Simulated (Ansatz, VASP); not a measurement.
## Al2Cl3 in VASP and in Ansatz

INCAR

```
SYSTEM = Al2Cl3
  PREC = Accurate
  ENCUT = 600
  EDIFF = 1E-7
  ISMEAR = 0
  SIGMA = 0.1
  LREAL = .False.
  LASPH = .True.
  NELM = 80
  ALGO = Normal
  ISIF = 3
  LWAVE = .False.
  LCHARG = .False.
  GGA = PE
  IBRION = 2
  NSW = 100
  EDIFFG = -0.01
```

Contents of KPOINTS:

```
Automatic mesh
0
Gamma
  12 12 4
  0 0 0
```

POSCAR

```
Al2Cl3
1.0
    4.1081900007      0.0000000000      0.0000000000
   -2.0540950004      3.5577969042      0.0000000000
    0.0000000000      0.0000000000      9.3970431349
Al Cl
2 3
Direct
    0.3333333333      0.6666666667      0.1768292775
    0.6666666667      0.3333333333      0.8231707225
    0.0000000000      0.0000000000      0.0000000000
    0.3333333333      0.6666666667      0.6942015105
    0.6666666667      0.3333333333      0.3057984895
```

Input for Ansatz:

```yaml
crystal:
  lattice:
    - [4.1081900007, 0.0, 0.0]
    - [-2.0540950004, 3.5577969042, 0.0]
    - [0.0, 0.0, 9.3970431349]
  atoms:
    - { symbol: Al, position: [0.3333333333, 0.6666666667, 0.1768292775] }
    - { symbol: Al, position: [0.6666666667, 0.3333333333, 0.8231707225] }
    - { symbol: Cl, position: [0.0, 0.0, 0.0] }
    - { symbol: Cl, position: [0.3333333333, 0.6666666667, 0.6942015105] }
    - { symbol: Cl, position: [0.6666666667, 0.3333333333, 0.3057984895] }
basis:
  ecutwfc: 420
kpoints:
  mp_grid: { grid: [12, 12, 4] }
hamiltonian:
  xc: pbe
scf:
  occupations: { method: gaussian, width: 0.1 }
output:
  forces: true
  stress: true
  eigenvalues: true
relax:
  adjacent_minimum: "off"
  f_tol: 0.01
  max_steps: 80
  cell: { stress_tol: 0.05 }
```

Alike in both runs: task relaxation of cell and atoms; functional PBE; k mesh 12 × 12 × 4; occupations gaussian, width 0.1 eV; no spin polarisation.

```csv
,VASP,Ansatz
version,VASP 6.6.1,Ansatz 0.2.0
potentials or method,"VASP PAW PBE potentials, release 64 (Al, Cl), cutoff 600 eV","scalar-relativistic, plane waves, PAW"
valence electrons in the cell,27,27
```

|  | VASP | Ansatz | Ansatz less VASP |
| --- | --- | --- | --- |
| gap on the k mesh at the Fermi level, each at its own relaxed structure (eV) | none | none | - |
| relaxed volume (Å³/atom) | 27.40 | 27.79 | +0.383 |
| relaxed cell length with the largest relative difference (Å) | 9.303 | 9.421 | +0.1175 |

A gap of «none» marks a metal or a gap that the smearing closes.
